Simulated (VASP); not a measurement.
# Si in VASP: single point with PBE

Aim: the single point of Si with PBE.

Everything below comes from runs of VASP 6.6.1. Logs are shortened: lines on timing, memory, paths and dates and some standing lists are left out, and cuts for length are marked.

## Step 1: The cell of the first run

The cell holds a slab with vacuum, 20 atoms: a = 3.831 Å, b = 9.173 Å, c = 30.504 Å, α = 90.00°, β = 90.00°, γ = 90.00°.

## Step 2: Single point, PBE

INCAR

```
PREC     = Accurate       # precision mode
ENCUT    = 520            # plane-wave cutoff, eV
EDIFF    = 1E-6           # SCF threshold, eV
ISMEAR   = 0              # smearing method
SIGMA    = 0.1            # smearing width, eV
LREAL    = Auto         
LASPH    = True           # aspherical terms in the spheres
NELM     = 60             # most SCF steps
ALGO     = Normal         # electronic algorithm
ISIF     = 2              # what is computed and relaxed
LWAVE    = False          # write WAVECAR
LCHARG   = True           # write CHGCAR
LDIPOL   = True         
IDIPOL   = 3            
DIPOL    = 0.5 0.5 0.500
GGA      = PE             # functional
LELF     = True           # ELF
LVHAR    = True         
LVACPOTAV= True         
NBANDS   = 56             # bands
```

KPOINTS

```
Automatic mesh
0
Gamma
  7 3 1
```

POSCAR

```
Si
1.0
    3.8313174600      0.0000000000      0.0000000000
    0.0000000000      9.1727357900      0.0000000000
    0.0000000000      0.0000000000     30.5035946732
Si
20
Direct
    0.5000000000      0.8789535100      0.3278302150
    1.0000000000      0.3188907300      0.3467570628
    0.5000000000      0.4661840400      0.3528619629
    0.0000000000      0.9061212700      0.3717888107
    1.0000000000      0.1406451000      0.4029254586
    0.5000000000      0.5805823200      0.4218523064
    0.0000000000      0.7278756300      0.4279572064
    0.5000000000      0.1678128600      0.4468840543
    0.5000000000      0.4023366900      0.4780207022
    1.0000000000      0.8339390527      0.4984033348
    0.5000000000      0.9824516736      0.5010835268
    0.0000000000      0.4333399701      0.5226871520
    1.0000000000      0.6642819855      0.5581845728
    0.5000000000      0.0936027580      0.5696209695
    0.0000000000      0.2429010531      0.5745294133
    0.5000000000      0.6896726389      0.6045130373
    0.5000000000      0.9454315020      0.6341481681
    1.0000000000      0.3041125710      0.6510127415
    0.5000000000      0.4452233127      0.6373500635
    0.0000000000      1.0395306588      0.6728393301
```

Potentials or basis: VASP PAW PBE potentials, release 64 (Si).

Started as:

```bash
cat potpaw_PBE.64/Si/POTCAR > POTCAR
mpirun -np 1 vasp_std > vasp.out
```

OUTCAR:

```text
PREC = Accurate
   ENCUT = 520
   EDIFF = 1E-6
   ISMEAR = 0
   LREAL = Auto
   LASPH = True
   NELM = 60
   ISIF = 2
   GGA = PE

 ion  position               nearest neighbor table
   1  0.500  0.879  0.328-   4 2.35   4 2.35
   2  0.000  0.319  0.347-   3 2.35   3 2.35   5 2.37
   3  0.500  0.466  0.353-   6 2.35   2 2.35   2 2.35
   4  0.000  0.906  0.372-   1 2.35   1 2.35   5 2.35   7 2.37
   5  0.000  0.141  0.403-   8 2.35   8 2.35   4 2.35   2 2.37
   6  0.500  0.581  0.422-   3 2.35   7 2.35   7 2.35   9 2.37
   7  0.000  0.728  0.428-   6 2.35   6 2.35  10 2.36   4 2.37
   8  0.500  0.168  0.447-   5 2.35   5 2.35   9 2.35  11 2.37
   9  0.500  0.402  0.478-   8 2.35  12 2.37  12 2.37   6 2.37
  10  0.000  0.834  0.498-  11 2.35  11 2.35   7 2.36  13 2.40
  11  0.500  0.982  0.501-  14 2.33  10 2.35  10 2.35   8 2.37
  12  0.000  0.433  0.523-  15 2.36   9 2.37   9 2.37  13 2.38
  13  0.000  0.664  0.558-  12 2.38  16 2.39  16 2.39  10 2.40
  14  0.500  0.094  0.570-  11 2.33  15 2.36  15 2.36  17 2.39
  15  0.000  0.243  0.575-  12 2.36  14 2.36  14 2.36  18 2.40
  16  0.500  0.690  0.605-  13 2.39  13 2.39  19 2.46  17 2.51
  17  0.500  0.945  0.634-  14 2.39  20 2.41  20 2.41  16 2.51
  18  0.000  0.304  0.651-  19 2.35  19 2.35  15 2.40  20 2.52
  19  0.500  0.445  0.637-  18 2.35  18 2.35  16 2.46
  20  0.000  0.040  0.673-  17 2.41  17 2.41  18 2.52

  LATTYP: Found a simple orthorhombic cell.
 ALAT       =     3.8313174600
 B/A-ratio  =     2.3941466312
 C/A-ratio  =     7.9616463505

  Lattice vectors:

 A1 = (   3.8313174600,   0.0000000000,   0.0000000000)
 A2 = (   0.0000000000,   9.1727357900,   0.0000000000)
 A3 = (   0.0000000000,   0.0000000000,  30.5035946732)

Analysis of symmetry for initial positions (statically):
=====================================================================
 Subroutine PRICEL returns:
 Original cell was already a primitive cell.

 Routine SETGRP: Setting up the symmetry group for a
 simple orthorhombic supercell.

 Subroutine GETGRP returns: Found  2 space group operations
 (whereof  2 operations were pure point group operations)
 out of a pool of  8 trial point group operations.

The static configuration has the point symmetry C_1h.

Analysis of symmetry for dynamics (positions and initial velocities):
=====================================================================
 Subroutine PRICEL returns:
 Original cell was already a primitive cell.

 Routine SETGRP: Setting up the symmetry group for a
 simple orthorhombic supercell.

 Subroutine GETGRP returns: Found  2 space group operations
 (whereof  2 operations were pure point group operations)
 out of a pool of  8 trial point group operations.

The dynamic configuration has the point symmetry C_1h.

 Subroutine INISYM returns: Found  2 space group operations
 (whereof  2 operations are pure point group operations),
 and found     1 'primitive' translations

----------------------------------------------------------------------------------------

                                     Primitive cell

  volume of cell :    1072.0080

  direct lattice vectors                    reciprocal lattice vectors
     3.831317460  0.000000000  0.000000000     0.261006823  0.000000000  0.000000000
     0.000000000  9.172735790  0.000000000     0.000000000  0.109018729  0.000000000
     0.000000000  0.000000000 30.503594673     0.000000000  0.000000000  0.032783022

  length of vectors
     3.831317460  9.172735790 30.503594673     0.261006823  0.109018729  0.032783022

  position of ions in fractional coordinates (direct lattice)
     0.500000000  0.878953510  0.327830215
     0.000000000  0.318890730  0.346757063
     0.500000000  0.466184040  0.352861963
     0.000000000  0.906121270  0.371788811
     0.000000000  0.140645100  0.402925459
     0.500000000  0.580582320  0.421852306
[... 12 lines left out ...]
     0.500000000  0.445223313  0.637350064
     0.000000000  0.039530659  0.672839330

  ion indices of the primitive-cell ions
   primitive index   ion index
                 1           1
                 2           2
                 3           3
                 4           4
                 5           5
                 6           6
[... 12 lines left out ...]
                19          19
                20          20

----------------------------------------------------------------------------------------

 KPOINTS: Automatic mesh

Automatic generation of k-mesh.
 Grid dimensions read from file:
 generate k-points for:    7    3    1

 Generating k-lattice:

  Cartesian coordinates                     Fractional coordinates (reciprocal lattice)
     0.037286689  0.000000000  0.000000000     0.142857143  0.000000000  0.000000000
     0.000000000  0.036339576  0.000000000     0.000000000  0.333333333  0.000000000
     0.000000000  0.000000000  0.032783022     0.000000000  0.000000000  1.000000000

  Length of vectors
     0.037286689  0.036339576  0.032783022

  Shift w.r.t. Gamma in fractional coordinates (k-lattice)
     0.000000000  0.000000000  0.000000000

 Subroutine IBZKPT returns following result:
 ===========================================

 Found      8 irreducible k-points:

 Following reciprocal coordinates:
            Coordinates               Weight
  0.000000  0.000000  0.000000      1.000000
  0.142857  0.000000  0.000000      2.000000
  0.285714  0.000000  0.000000      2.000000
  0.428571  0.000000  0.000000      2.000000
  0.000000  0.333333  0.000000      2.000000
  0.142857  0.333333  0.000000      4.000000
  0.285714  0.333333  0.000000      4.000000
  0.428571  0.333333  0.000000      4.000000
   k-points           NKPTS =      8   k-points in BZ     NKDIM =      8   number of bands    NBANDS=     56
   number of dos      NEDOS =    301   number of ions     NIONS =     20
   total plane-waves  NPLWV = 470400
   dimension x,y,z NGX =    28 NGY =   70 NGZ =  240
   dimension x,y,z NGXF=    56 NGYF=  140 NGZF=  480
   ions per type =              20
   NGX,Y,Z   is equivalent  to a cutoff of  12.15, 12.69, 13.08 a.u.
   NGXF,Y,Z  is equivalent  to a cutoff of  24.30, 25.37, 26.16 a.u.
 SYSTEM =  unknown system
   PREC   = accura    normal or accurate (medium, high low for compatibility)
   ISTART =      0    job   : 0-new  1-cont  2-samecut
   ICHARG =      2    charge: 1-file 2-atom 10-const
   ISPIN  =      1    spin polarized calculation?
   LNONCOLLINEAR =      F non collinear calculations
   LSORBIT =      F    spin-orbit coupling
   LASPH  =      T    aspherical Exc in radial PAW
   ENCUT  =  520.0 eV  38.22 Ry    6.18 a.u.   7.12 17.06 56.72*2*pi/ulx,y,z
   NELM   =     60;   NELMIN=  2; NELMDL= -5     # of ELM steps
   EDIFF  = 0.1E-05   stopping-criterion for ELM
   LREAL  =      T    real-space projection
   EDIFFG = 0.1E-04   stopping-criterion for IOM
   NSW    =      0    number of steps for IOM
   IBRION =     -1    ionic relax: 0-MD 1-quasi-New 2-CG
   NFREE  =      0    steps in history (QN), initial steepest desc. (CG)
   ISIF   =      2    stress and relaxation
   ISYM   =      2    0-nonsym 1-usesym 2-fastsym
   POTIM  = 0.5000    time-step for ionic-motion
   TEBEG  =    0.0;   TEEND  =   0.0 temperature during run
   PSTRESS=    0.0 pullay stress
   NELECT =      80.0000    total number of electrons
   NUPDOWN=      -1.0000    fix difference up-down
   EMIN   =  10.00;   EMAX   =-10.00  energy-range for DOS
   EFERMI =   0.00;   METHOD = LEGACY
   ISMEAR =     0;   SIGMA  =   0.10  broadening in eV -4-tet -1-fermi 0-gaus
   EFERMI_NEDOS =   21; number of points for ismear=-14 and -15
   IALGO  =     38    algorithm
   IMIX   =      4    mixing-type and parameters
     AMIX     =   0.40;   BMIX     =  1.00
     AMIX_MAG =   1.60;   BMIX_MAG =  1.00
  volume/ion in A,a.u.               =      53.60       361.71
  Fermi-wavevector in a.u.,A,eV,Ry     =   0.689243  1.302480  6.463522  0.475055
  Thomas-Fermi vector in A             =   1.770272
   LORBIT       =      0    0 simple, 1 ext, 2 COOP (PROOUT), +10 PAW based schemes
   GGA     = PE    functional components
   LHFCALC =     F    Hartree Fock is set to
   AEXX    =    0.0000 exact exchange contribution
   IVDW    =     0    specifies the selected vdW correction
   LEPSILON=     F    determine dielectric tensor
   LRPA    =     F    only Hartree local field effects (RPA)
 non-spin polarized calculation
 Gauss-broadening in eV      SIGMA  =   0.10
  energy-cutoff  :      520.00
  volume of cell :     1072.01
 maximum number of plane-waves:     28949
   NGX = 15   NGY = 35   NGZ =113

 dipolmoment           0.000000      0.000000      0.110778 electrons x Angstroem

 number of electron      79.9999998 magnetization

 dipolmoment           0.000000      0.000000     -0.098058 electrons x Angstroem

 Free energy of the ion-electron system (eV)
  ---------------------------------------------------
  ext. energy  EPLUGINS =         0.00000000
  ---------------------------------------------------
  free energy    TOTEN  =      -100.78559404 eV

  energy without entropy =     -100.72520247  energy(sigma->0) =     -100.75539825

 E-fermi :  -0.9194     XC(G=0):  -4.1168

 val. band max:       -0.9275247109   @ k =   0.4286   0.3333   0.0000
 cond. band min:      -0.9166276141   @ k =   0.2857   0.0000   0.0000
 fundamental gap:      0.0108970968
 Fermi energy:        -0.9194093833

 k-point     1 :       0.0000    0.0000    0.0000
  band No.  band energies     occupation
      1     -12.6687      2.00000
      2     -12.1118      2.00000
      3     -11.2913      2.00000
      4     -11.1594      2.00000
      5     -11.0222      2.00000
      6     -10.8276      2.00000
[... 44 lines left out ...]
     51       1.5400      0.00000
     52       1.6288      0.00000

 k-point     2 :       0.1429    0.0000    0.0000
  band No.  band energies     occupation
      1     -12.4898      2.00000
      2     -11.9347      2.00000
      3     -11.1197      2.00000
      4     -10.9901      2.00000
      5     -10.8534      2.00000
      6     -10.6529      2.00000
[... 322 lines left out ...]
 k-point     8 :       0.4286    0.3333    0.0000
  band No.  band energies     occupation
      1     -11.0105      2.00000
      2     -10.6404      2.00000
      3     -10.4656      2.00000
      4     -10.1669      2.00000
      5      -9.7684      2.00000
      6      -9.7346      2.00000
[... 44 lines left out ...]
     51       1.7509      0.00000
     52       1.9023      0.00000
 [bands above 52 left out]

------------------------ aborting loop because EDIFF is reached ----------------------------------------

  FORCE on cell =-STRESS in cart. coord.  units (eV):
  Direction    XX          YY          ZZ          XY          YZ          ZX
  --------------------------------------------------------------------------------------
  -------------------------------------------------------------------------------------
  Total       -0.3443429     -9.8668287      0.7640545      0.0000000      0.4489782      0.0000000
  in kB       -0.5146401    -14.7465397      1.1419231      0.0000000      0.6710236      0.0000000
  external PRESSURE =      -4.7064189 kB  Pullay stress =       0.0000000 kB

 VOLUME and BASIS-vectors are now :
 -----------------------------------------------------------------------------
  energy-cutoff  :      520.00
  volume of cell :     1072.01
      direct lattice vectors                 reciprocal lattice vectors
     3.831317460  0.000000000  0.000000000     0.261006823  0.000000000  0.000000000
     0.000000000  9.172735790  0.000000000     0.000000000  0.109018729  0.000000000
     0.000000000  0.000000000 30.503594673     0.000000000  0.000000000  0.032783022

 POSITION                                       TOTAL-FORCE (eV/Angst)
 -----------------------------------------------------------------------------------
      1.91566      8.06241     10.00000         0.000000     -0.488536     -0.299100
      0.00000      2.92510     10.57734         0.000000      0.635024      0.416912
      1.91566      4.27618     10.76356         0.000000     -0.009072     -0.357266
      0.00000      8.31161     11.34090         0.000000     -0.181953      0.223621
      0.00000      1.29010     12.29067         0.000000      0.096496     -0.195477
      1.91566      5.32553     12.86801         0.000000     -0.080909     -0.080898
[... 12 lines left out ...]
      1.91566      4.08392     19.44147         0.000000      0.005746      0.017802
      0.00000      0.36260     20.52402         0.000000      0.004862      0.014627
 -----------------------------------------------------------------------------------
    total drift:                               -0.000000     -0.001199     -0.001076

  FREE ENERGIE OF THE ION-ELECTRON SYSTEM (eV)
  ---------------------------------------------------
  free  energy   TOTEN  =      -100.7855940417 eV

  energy  without entropy=     -100.7252024666  energy(sigma->0) =     -100.75539825

 vacuum level on the upper side and lower side of the slab         3.807         4.312
```

Run time: 29 min. Hardware: 1 thread of AMD EPYC 7R13, shared host; peak memory 0.96 GiB.

Results:

| Property | Result |
| --- | --- |
| Free energy | -100.7856 eV |
| Largest force | 0.760 eV/Å |
| Band gap on the k mesh | zero (bands 40 and 41 overlap by 0.25 eV) |

Forces in eV/Å, atoms in the order of the input:
```
Si   0.000 -0.489 -0.299
Si   0.000  0.635  0.417
Si   0.000 -0.009 -0.357
Si   0.000 -0.182  0.224
Si   0.000  0.096 -0.195
Si   0.000 -0.081 -0.081
Si   0.000 -0.099  0.119
Si   0.000 -0.106 -0.017
Si   0.000  0.231  0.186
Si   0.000  0.004 -0.008
Si   0.000 -0.017 -0.011
Si   0.000  0.007  0.016
Si   0.000  0.026  0.000
Si   0.000  0.007 -0.007
Si   0.000 -0.001  0.008
Si   0.000 -0.003 -0.003
Si   0.000 -0.017 -0.020
Si   0.000 -0.013 -0.002
Si   0.000  0.006  0.018
Si   0.000  0.005  0.015
```

Levels at points of the mesh, in eV from the Fermi level:
```tsv
k point	band 38	band 39	band 40	band 41	band 42	band 43
(0.00, 0.00, 0.00)	-0.31	-0.15	0.07	0.47	0.61	1.00
```
